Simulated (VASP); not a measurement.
## Ir: single point with LDA

Ir:

```xyz
2
Lattice="2.8094 0.0000 0.0000 -1.4047 2.4330 0.0000 0.0000 0.0000 4.5551" Properties=species:S:1:pos:R:3 pbc="T T T"
Ir    1.4047    0.8110    3.4164
Ir    0.0000    1.6220    1.1388
```

This isn't the form of Ir at room conditions, which is fcc.

```
Program             : VASP 6.6.1
Task                : single point
Functional          : LDA
Potentials or basis : VASP PAW LDA potentials, release 64 (Ir)
Cutoff              : 520 eV
k mesh              : 21 × 21 × 12
Occupations         : gaussian, width 0.15 eV
Spin                : collinear spin
Starting moments    : [0.3, 0.3] μB
Fixed moment        : 0.6 μB
```

```yaml
Pressure: -31.9 GPa
Net_moment: 0.60 μB per cell
Site_moments: Ir +0.29 μB
Valence_electrons_inside_the_program's_atomic_spheres: Ir 8.12
```

Stress tensor (GPa, compression positive):
```
-31.51   0.00   0.00
  0.00 -31.51   0.00
  0.00   0.00 -32.57
```

Run time: 2.1 min on 1 thread of Intel(R) Xeon(R) 6975P-C (Granite Rapids) (shared host), peak memory 0.37 GiB.

Caveat: the cell stands under tension; the total moment is fixed, so each spin has its own Fermi level.
